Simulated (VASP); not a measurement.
Set up this calculation in VASP 6.6.1, as the native input.

| Item | Value |
| --- | --- |
| Task | single point |
| Functional | LDA |
| Potentials or basis | VASP PAW LDA potentials, release 64 (B, N) |
| Cutoff | 600 eV |
| k mesh | 15 × 15 × 15 |
| Occupations | fermi-dirac, width 0.05 eV |
| Spin | no spin polarisation |
| Dipole correction | no |
| Further INCAR settings | ALGO = Normal; EDIFF = 1e-06; NBANDS = 11 |

The structure of BN (rocksalt type) lies in POSCAR:

```
BN
1.0
    0.0000000000      1.6057154405      1.6057154405
    1.6057154405      0.0000000000      1.6057154405
    1.6057154405      1.6057154405      0.0000000000
B N
1 1
Direct
    0.0000000000      0.0000000000      0.0000000000
    0.5000000000      0.5000000000      0.5000000000
```

This cell differs from its parent crystal: volume scaled by 0.8.

These files were run (other wordings do the same):

INCAR

```
  ALGO = Normal
  EDIFF = 1E-6
  ENCUT = 600
  GGA_COMPAT = F
  ISIF = 2
  ISMEAR = -1
  LASPH = T
  LCHARG = F
  LREAL = F
  LWAVE = F
  NBANDS = 11
  NELM = 120
  PREC = Accurate
  SIGMA = 0.05
```

KPOINTS

```
k-points
0
Gamma
  15 15 15
```

Potentials or basis: VASP PAW LDA potentials, release 64 (B, N).

Launch:

```sh
$ cat potpaw_LDA.64/B/POTCAR potpaw_LDA.64/N/POTCAR > POTCAR
$ mpirun -np 1 vasp_std > vasp.out
```

It gave:

The pressure is 143.1 GPa. The band gap on the k mesh is 3.54 eV, indirect (least direct gap 6.70 eV).

It took 4.2 s on 1 thread of Intel(R) Xeon(R) 6975P-C (Granite Rapids), with other jobs on the host, peak memory 0.11 GiB.
